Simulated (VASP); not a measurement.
# GaN: single point with PBE-based screened hybrid with 15 % exact exchange

Crystal: GaN.

```
Ga N
1.0
     0.00000    2.10852    2.10852
     2.10852    0.00000    2.10852
     2.10852    2.10852    0.00000
Ga N
1 1
Direct
  0.50000 0.50000 0.50000
  0.00000 0.00000 0.00000
```

| Property | Result |
| --- | --- |
| Program | VASP 6.6.1 |
| Task | single point |
| Functional | PBE-based screened hybrid with 15 % exact exchange |
| Potentials or basis | VASP PAW PBE potentials, release 64 (Ga_d, N) |
| Cutoff | 520 eV |
| k mesh | 6 × 6 × 6 |
| Occupations | gaussian, width 0.01 eV |
| Spin | no spin polarisation |
| Dipole correction | no |
| Grid for exact exchange (PRECFOCK) | Normal |
| Share of exact exchange | 0.15 |
| Further INCAR settings | ALGO = Normal; EDIFF = 1e-06; NBANDS = 16 |
| Screening parameter | 0.5 1/Å |

The pressure is 4.7 GPa. The band gap on the k mesh is 1.04 eV (least direct gap 3.26 eV).

Levels at points of the mesh, in eV from the valence-band top:
```tsv
k point	band 5	band 6	band 7	band 8	band 9	band 10	band 11	band 12	band 13	band 14
(0.00, 0.00, 0.00)	-15.14	-15.14	-0.52	-0.52	-0.52	2.74	15.21	15.21	15.21	16.69
(0.50, 0.00, 0.00)	-14.99	-14.93	-8.56	-0.20	-0.20	5.12	9.64	9.64	10.26	17.01
(0.50, 0.50, 0.00)	-14.93	-11.84	-7.41	-3.17	-3.17	1.04	8.15	12.75	15.40	15.40
```

Wall time 47 min on 1 thread of Intel Xeon 8259CL, with other jobs on the host, peak memory 0.26 GiB.

Caveat: the k points lie up to 0.43 Å⁻¹ apart; the PAW data sets were made with another functional, which shifts forces and pressure a little. A k mesh can miss the band edges.
